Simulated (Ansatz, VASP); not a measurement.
## One calculation of KMgF3, two programs

```
K Mg F
1.0
     3.70328    0.00000    0.00000
     0.00000    3.70328    0.00000
     0.00000    0.00000    3.70328
K Mg F
1 1 3
Direct
  0.50000 0.50000 0.50000
  0.00000 0.00000 0.00000
  0.50000 0.00000 0.00000
  0.00000 0.50000 0.00000
  0.00000 0.00000 0.50000
```

Alike in both runs: task single point; functional LDA; k mesh 6 × 6 × 6; no spin polarisation.

```csv
,VASP,Ansatz
version,VASP 6.6.1,Ansatz 0.2.0
potentials or method,"VASP PAW LDA potentials, release 64 (K_sv, Mg, F), cutoff 520 eV","scalar-relativistic, plane waves, PAW"
occupations,"gaussian, width 0.01 eV",fixed
valence electrons in the cell,32,40
```

Ansatz gave:

- gap on the k mesh at the Fermi level (eV): 8.90
- least direct gap on the mesh (eV): 9.19
- pressure (GPa): 20.1

Which values does VASP return?

gap on the k mesh at the Fermi level (eV): 8.87; least direct gap on the mesh (eV): 9.17; pressure (GPa): 19.4.

LDA's correlation is that of Perdew and Zunger in VASP and of Perdew and Wang (1992) in Ansatz. VASP's potentials hold 32 valence electrons a cell and Ansatz's 40, so a difference there can come from the potentials and not from the codes.
